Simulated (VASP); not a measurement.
# ZnS (P6_3mc) in VASP: settings compared, part 2 of 2

VASP 6.6.1. The steps go on from the part before.

**4. Relaxation of cell and atoms, PBE**

This run uses another cell than the first one, of 19.60 Å³/atom.

File INCAR:

```
PREC = Accurate
ENCUT = 600
EDIFF = 1E-6
ISMEAR = -1
SIGMA = 0.02
LREAL = False
LASPH = True
NELM = 80
ALGO = Normal
ISIF = 3
LWAVE = False
LCHARG = False
GGA = PE
IBRION = 2
NSW = 80
EDIFFG = -0.01
```

File KPOINTS:

```
regular mesh
0
Gamma
  12 12 4
```

File POSCAR:

```
ZnS
1.0
    3.8110000000      0.0000000000      0.0000000000
   -1.9055000000      3.3004228100      0.0000000000
    0.0000000000      0.0000000000      6.2340000000
Zn S
2 2
Direct
    0.3333333300      0.6666666700      0.0000000000
    0.6666666700      0.3333333300      0.5000000000
    0.3333333300      0.6666666700      0.3850000000
    0.6666666700      0.3333333300      0.8850000000
```

Potentials or basis: VASP PAW PBE potentials, release 64 (Zn, S).

The run is started by

```
> cat potpaw_PBE.64/Zn/POTCAR potpaw_PBE.64/S/POTCAR > POTCAR
> mpirun -np 1 vasp_std > vasp.out
```

OUTCAR:

```text
PREC = Accurate
   ENCUT = 600
   EDIFF = 1E-6
   ISMEAR = -1
   LREAL = False
   LASPH = True
   NELM = 80
   ISIF = 3
   GGA = PE
   IBRION = 2
   NSW = 80
   EDIFFG = -0.01

 ion  position               nearest neighbor table
   1  0.333  0.667  0.000-   4 2.31   4 2.31   4 2.31   3 2.40
   2  0.667  0.333  0.500-   3 2.31   3 2.31   3 2.31   4 2.40
   3  0.333  0.667  0.385-   2 2.31   2 2.31   2 2.31   1 2.40
   4  0.667  0.333  0.885-   1 2.31   1 2.31   1 2.31   2 2.40

  LATTYP: Found a hexagonal cell.
 ALAT       =     3.8110000000
 C/A-ratio  =     1.6357911309

  Lattice vectors:

 A1 = (   3.8110000000,   0.0000000000,   0.0000000000)
 A2 = (  -1.9055000000,   3.3004228100,   0.0000000000)
 A3 = (   0.0000000000,   0.0000000000,   6.2340000000)

[... 377 lines left out ...]
  ---------------------------------------------------
  free energy    TOTEN  =       -13.69334706 eV

  energy without entropy =      -13.69334706  energy(sigma->0) =      -13.69334706

 E-fermi :   2.2856     XC(G=0):  -9.5071

 val. band max:        1.8957935290   @ k =   0.0000   0.0000   0.0000
 cond. band min:       3.9691682721   @ k =   0.0000   0.0000   0.0000
 fundamental gap:      2.0733747432
 Fermi energy:         2.2856077255

 k-point     1 :       0.0000    0.0000    0.0000
  band No.  band energies     occupation
      1     -11.0982      2.00000
      2     -10.2134      2.00000
      3      -4.3523      2.00000
      4      -4.3416      2.00000
      5      -4.3416      2.00000
      6      -4.2640      2.00000
[... 589 lines left out ...]
     21       7.6193      0.00000
     22       8.0261      0.00000

 [... further k-points ...]

------------------------ aborting loop because EDIFF is reached ----------------------------------------

  FORCE on cell =-STRESS in cart. coord.  units (eV):
  Direction    XX          YY          ZZ          XY          YZ          ZX
  --------------------------------------------------------------------------------------
  -------------------------------------------------------------------------------------
  Total        0.0051651      0.0051651     -0.0156494      0.0000000      0.0000000      0.0000000
  in kB        0.1022939      0.1022939     -0.3099372      0.0000000      0.0000000      0.0000000
  external PRESSURE =      -0.0351164 kB  Pullay stress =       0.0000000 kB
[... 19 lines left out ...]
  FREE ENERGIE OF THE ION-ELECTRON SYSTEM (eV)
  ---------------------------------------------------
  free  energy   TOTEN  =       -13.6933470641 eV

  energy  without entropy=      -13.6933470640  energy(sigma->0) =      -13.69334706

 reached required accuracy - stopping structural energy minimisation
```

CONTCAR:

```text
ZnS
   1.00000000000000
     3.8474441193028173    0.0000000000000000   -0.0000000000000000
    -1.9237220596514086    3.3319843430279441   -0.0000000000000000
     0.0000000000000000    0.0000000000000000    6.3104487578923134
  Zn              S
     2     2
Direct
     0.3333333300000021    0.6666666699999979    0.0051805151179142
     0.6666666699999979    0.3333333300000021    0.5051805151179143
     0.3333333300000021    0.6666666699999979    0.3798194848820838
     0.6666666699999979    0.3333333300000021    0.8798194848820837

  0.00000000E+00  0.00000000E+00  0.00000000E+00
  0.00000000E+00  0.00000000E+00  0.00000000E+00
  0.00000000E+00  0.00000000E+00  0.00000000E+00
  0.00000000E+00  0.00000000E+00  0.00000000E+00
```

Run time: 8.8 min. Hardware: 1 thread of Intel Xeon Platinum 8375C at 2.90GHz (Ice Lake), shared host; peak memory 0.27 GiB.

Results:

| Quantity | Value |
| --- | --- |
| Free energy | -13.6933 eV |
| Relaxed volume | 20.22 Å³/atom |
| Relaxed cell | a = 3.847 Å, b = 3.847 Å, c = 6.310 Å, α = 90.00°, β = 90.00°, γ = 120.00° |
| Space group after relaxing (to 0.1 Å) | P6_3mc (No. 186) |
| Energy gained by relaxing | 9.8 meV/atom |
| Ionic steps | 12 |
| Pressure after relaxing | 0.0 GPa |
| Largest force after relaxing | 0.005 eV/Å |
| Band gap on the k mesh | 2.07 eV |

Forces on the atoms (eV/Å):
```
Zn   0.000  0.000  0.005
Zn   0.000  0.000  0.005
S    0.000  0.000 -0.005
S    0.000  0.000 -0.005
```

Step by step:
```csv
step,energy change (eV),largest force (eV/Å),pressure (GPa),volume (Å³)
1,0.0000,0.3224,2.49,78.41
2,-0.0315,0.0914,-0.84,81.91
3,-0.0329,0.1293,-0.26,81.29
4,-0.0329,0.1255,-0.31,81.34
5,-0.0361,0.0684,-0.11,81.10
6,-0.0375,0.0142,-0.01,80.87
7,-0.0356,0.1067,0.48,80.42
8,-0.0376,0.0088,0.07,80.78
9,-0.0391,0.0048,0.11,80.78
10,-0.0391,0.0078,0.12,80.79
11,-0.0391,0.0016,-0.08,81.01
12,-0.0391,0.0050,0.00,80.90
```

Final structure:
```yaml
crystal:
  lattice:
    - [3.84744, 0.00000, 0.00000]
    - [-1.92372, 3.33198, 0.00000]
    - [0.00000, 0.00000, 6.31045]
  atoms:
    - { symbol: Zn, position: [0.33333, 0.66667, 0.00518] }
    - { symbol: Zn, position: [0.66667, 0.33333, 0.50518] }
    - { symbol: S, position: [0.33333, 0.66667, 0.37982] }
    - { symbol: S, position: [0.66667, 0.33333, 0.87982] }
```

Levels at points of the mesh, in eV from the valence-band top:
| k point | band 15 | band 16 | band 17 | band 18 | band 19 | band 20 | band 21 | band 22 |
| --- | --- | --- | --- | --- | --- | --- | --- | --- |
| (0.00, 0.00, 0.00) | -0.85 | -0.07 | 0.00 | 0.00 | 2.07 | 3.05 | 6.33 | 6.33 |
| (0.50, 0.00, 0.00) | -3.13 | -2.13 | -1.60 | -0.85 | 3.69 | 4.17 | 5.14 | 6.93 |
| (0.00, 0.00, 0.50) | -0.44 | -0.44 | -0.44 | -0.44 | 3.47 | 3.47 | 6.78 | 6.78 |
| (0.50, 0.00, 0.50) | -1.56 | -1.56 | -1.54 | -1.54 | 3.54 | 3.54 | 5.24 | 5.24 |

A k mesh can miss the band edges. PBE usually gives volumes a little too large and moduli too small.

**5. Summary**

| task | level | cell | k mesh | cutoff (eV) | gap on the mesh (eV) | pressure (GPa) |
| --- | --- | --- | --- | --- | --- | --- |
| single point | r2SCAN | a = 3.857, b = 3.857, c = 6.330 Å, angles 90.0, 90.0, 120.0°, 4 atoms, atomic positions A | 12 × 12 × 6 | 520 | 2.59 | -2.8 |
| single point | r2SCAN | a = 3.882, b = 3.882, c = 6.370 Å, angles 90.0, 90.0, 120.0°, 4 atoms, atomic positions B | 12 × 12 × 6 | 520 | 2.51 | -4.1 |
| relaxation of cell and atoms | PBE | relaxed from a = 3.811, b = 3.811, c = 6.234 Å, angles 90.0, 90.0, 120.0°, 4 atoms, atomic positions C | 12 × 12 × 4 | 600 | 2.07 | 0.0 |

Alike in all rows: potentials or basis VASP PAW PBE potentials, release 64 (Zn, S); no spin polarisation; smearing fermi-dirac 0.02 eV.

Caveats: the PAW data sets were made with another functional, which shifts forces and pressure a little (at least some runs); the cell stands under tension (at least some runs).

Absolute energies hang on the potentials; compare differences alone.
